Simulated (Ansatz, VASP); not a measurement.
## One calculation of NiO2, two programs

Contents of INCAR:

```
PREC = Accurate ; ENCUT = 700
EDIFF = 1E-6 ; ISMEAR = 0
SIGMA = 0.05 ; LREAL = F
LASPH = T ; NELM = 120
ALGO = Normal ; ISIF = 2
LWAVE = F ; LCHARG = T
GGA = CA ; LELF = T
LVHAR = T ; NBANDS = 22
GGA_COMPAT = F
```

KPOINTS

```
regular mesh
0
Gamma
  12 12 6
```

The input POSCAR:

```
NiO2
1.0
    2.8940625823      0.0000000000      0.0000000000
   -1.4470312911      2.5063317164      0.0000000000
    0.0000000000      0.0000000000      3.8331858902
Ni O
1 2
Direct
    0.0000000000      0.0000000000      0.5000000000
    0.6666666667      0.3333333333      0.7186230907
    0.3333333333      0.6666666667      0.2813769093
```

Input for Ansatz:

```yaml
crystal:
  lattice:
    - [2.8940625823, 0.0, 0.0]
    - [-1.4470312911, 2.5063317164, 0.0]
    - [0.0, 0.0, 3.8331858902]
  atoms:
    - { symbol: Ni, position: [0.0, 0.0, 0.5] }
    - { symbol: O, position: [0.6666666667, 0.3333333333, 0.7186230907] }
    - { symbol: O, position: [0.3333333333, 0.6666666667, 0.2813769093] }
basis:
  ecutwfc: 520.0
kpoints:
  mp_grid: { grid: [12, 12, 6] }
hamiltonian:
  xc: lda
  pseudopotentials: { kind: paw }
scf:
  occupations: { method: gaussian, width: 0.05 }
output:
  forces: true
  stress: true
  eigenvalues: true
```

Alike in both runs: task single point; functional LDA; k mesh 12 × 12 × 6; occupations gaussian, width 0.05 eV; no spin polarisation.

|  | VASP | Ansatz |
| --- | --- | --- |
| version | VASP 6.6.1 | Ansatz 0.2.0 |
| potentials or method | VASP PAW LDA potentials, release 64 (Ni_sv_GW, O), cutoff 700 eV | scalar-relativistic, plane waves, PAW |
| valence electrons in the cell | 30 | 30 |

|  | VASP | Ansatz | Ansatz less VASP |
| --- | --- | --- | --- |
| gap on the k mesh at the Fermi level (eV) | 0.42 | 0.43 | +0.014 |
| least direct gap on the mesh (eV) | 0.79 | 0.80 | +0.010 |
| pressure (GPa) | -8.6 | -9.3 | -0.77 |
| traceless stress, the component that is largest in VASP (GPa) | 13.01 | 13.99 | +0.974 |
| rms of the force components (eV/Å) | 0.190 | 0.154 | -0.0363 |

LDA's correlation is that of Perdew and Zunger in VASP and of Perdew and Wang (1992) in Ansatz. Atom by atom the forces differ by 0.036 eV/Å (rms over components).
